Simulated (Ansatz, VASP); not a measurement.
# One calculation of AlNi, two programs

Contents of INCAR:

```
SYSTEM = AlNi
PREC = Accurate ; ENCUT = 600
EDIFF = 1E-6 ; ISMEAR = 0
SIGMA = 0.1 ; LREAL = .FALSE.
LASPH = .TRUE. ; NELM = 100
ALGO = Fast ; ISIF = 3
LWAVE = .FALSE. ; LCHARG = .FALSE.
GGA = PS ; IBRION = 2
NSW = 70 ; EDIFFG = -0.005
```

KPOINTS

```
regular mesh
0
G
  16 16 14
  0 0 0
```

POSCAR

```
AlNi
1.0
    2.0428069415     -2.0428126720      0.0000000000
    2.0428069415      2.0428126720      0.0000000000
    0.0000000000      0.0000000000      2.9011416492
Al Ni
1 1
Direct
    0.0000000000      0.0000000000      0.0000000000
    0.5000000000      0.5000000000      0.5000000000
```

Input for Ansatz:

```yaml
crystal:
  lattice:
    - [2.0428069415, -2.042812672, 0.0]
    - [2.0428069415, 2.042812672, 0.0]
    - [0.0, 0.0, 2.9011416492]
  atoms:
    - { symbol: Al, position: [0.0, 0.0, 0.0] }
    - { symbol: Ni, position: [0.5, 0.5, 0.5] }
basis:
  ecutwfc: 420
kpoints:
  mp_grid: { grid: [16, 16, 14] }
hamiltonian:
  xc: pbesol
scf:
  occupations: { method: gaussian, width: 0.1 }
output:
  forces: true
  stress: true
  eigenvalues: true
relax:
  adjacent_minimum: "off"
  f_tol: 0.005
  max_steps: 50
  cell: { stress_tol: 0.05 }
```

Alike in both runs: task relaxation of cell and atoms; functional PBEsol; k mesh 16 × 16 × 14; occupations gaussian, width 0.1 eV; no spin polarisation.

|  | VASP | Ansatz |
| --- | --- | --- |
| version | VASP 6.6.1 | Ansatz 0.2.0 |
| potentials or method | VASP PAW PBE potentials, release 64 (Al, Ni), cutoff 600 eV | scalar-relativistic, plane waves, PAW |
| valence electrons in the cell | 13 | 21 |

|  | VASP | Ansatz | Ansatz less VASP |
| --- | --- | --- | --- |
| gap on the k mesh at the Fermi level, each at its own relaxed structure (eV) | none | none | - |
| relaxed volume (Å³/atom) | 11.74 | 11.72 | -0.014 |
| relaxed length of the cell vector where the two differ most in proportion (Å) | 2.871 | 2.870 | -0.0015 |

VASP's potentials were made for PBE, not for PBEsol. A gap of «none» marks a metal or a gap that the smearing closes. VASP's potentials hold 13 valence electrons a cell and Ansatz's 21, so a difference there can come from the potentials and not from the codes. Ansatz's warnings: structure snapped to symmetry.
